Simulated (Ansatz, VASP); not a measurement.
# One calculation of Ga3BiAs2, two programs

File POSCAR:

```
Ga3BiAs2
1.0
    4.2140814475      0.0000000000      0.0000000000
   -2.1070407238      3.6495015872      0.0000000000
    0.0000000000      0.0000000000     10.3380142566
As Bi Ga
2 1 3
Direct
    0.0000000000      0.0000000000      0.0104119404
    0.3333333333      0.6666666667      0.3245873457
    0.6666666667      0.3333333333      0.6640402504
    0.3333333333      0.6666666667      0.0831291718
    0.6666666667      0.3333333333      0.3958342070
    0.0000000000      0.0000000000      0.7719970847
```

INCAR.step1

```
SYSTEM = Ga3BiAs2
PREC = Accurate ; ENCUT = 520
ISMEAR = -1 ; SIGMA = 0.02
LREAL = .FALSE. ; LASPH = .TRUE.
NELM = 80 ; NBANDS = 41
GGA = PE ; ALGO = Normal
EDIFF = 1E-4 ; LWAVE = .TRUE.
LCHARG = .FALSE.
```

File INCAR.step2:

```
SYSTEM = Ga3BiAs2
PREC = Accurate ; ENCUT = 520
EDIFF = 1E-6 ; ISMEAR = -1
SIGMA = 0.02 ; LREAL = .FALSE.
LASPH = .TRUE. ; NELM = 80
ALGO = Normal ; ISIF = 2
LWAVE = .FALSE. ; LCHARG = .TRUE.
METAGGA = R2SCAN ; LMIXTAU = .TRUE.
LELF = .TRUE. ; LVHAR = .TRUE.
NBANDS = 41 ; ISTART = 1
```

The input KPOINTS:

```
Automatic mesh
0
G
  6 6 2
  0 0 0
```

Input for Ansatz:

```yaml
crystal:
  lattice:
    - [4.2140814475, 0.0, 0.0]
    - [-2.1070407238, 3.6495015872, 0.0]
    - [0.0, 0.0, 10.3380142566]
  atoms:
    - { symbol: As, position: [0.0, 0.0, 0.0104119404] }
    - { symbol: As, position: [0.3333333333, 0.6666666667, 0.3245873457] }
    - { symbol: Bi, position: [0.6666666667, 0.3333333333, 0.6640402504] }
    - { symbol: Ga, position: [0.3333333333, 0.6666666667, 0.0831291718] }
    - { symbol: Ga, position: [0.6666666667, 0.3333333333, 0.395834207] }
    - { symbol: Ga, position: [0.0, 0.0, 0.7719970847] }
kpoints:
  mp_grid: { grid: [6, 6, 2] }
hamiltonian:
  xc: r2scan
scf:
  occupations: { method: fermi_dirac, width: 0.02 }
  n_extra_bands: 5
output:
  forces: true
  stress: true
  eigenvalues: true
```

Alike in both runs: task single point; functional r2SCAN; k mesh 6 × 6 × 2; occupations fermi-dirac, width 0.02 eV; no spin polarisation.

|  | VASP | Ansatz |
| --- | --- | --- |
| version | VASP 6.6.1 | Ansatz 0.2.0 |
| potentials or method | VASP PAW PBE potentials, release 64 (As, Bi_d, Ga_d) | plane waves, PAW |
| plane-wave cutoff (eV) | 520 | 500 |
| valence electrons in the cell | 64 | 84 |

```tsv
	VASP	Ansatz	Ansatz less VASP
pressure (GPa)	-1.6	-1.6	-0.04
rms of the force components (eV/Å)	0.021	0.021	-0.0005
```

VASP's potentials were made for PBE, not for r2SCAN. Atom by atom the forces differ by 0.004 eV/Å (rms over components). VASP's potentials hold 64 valence electrons a cell and Ansatz's 84, so a difference there can come from the potentials and not from the codes.

Spin-orbit coupling is off throughout.
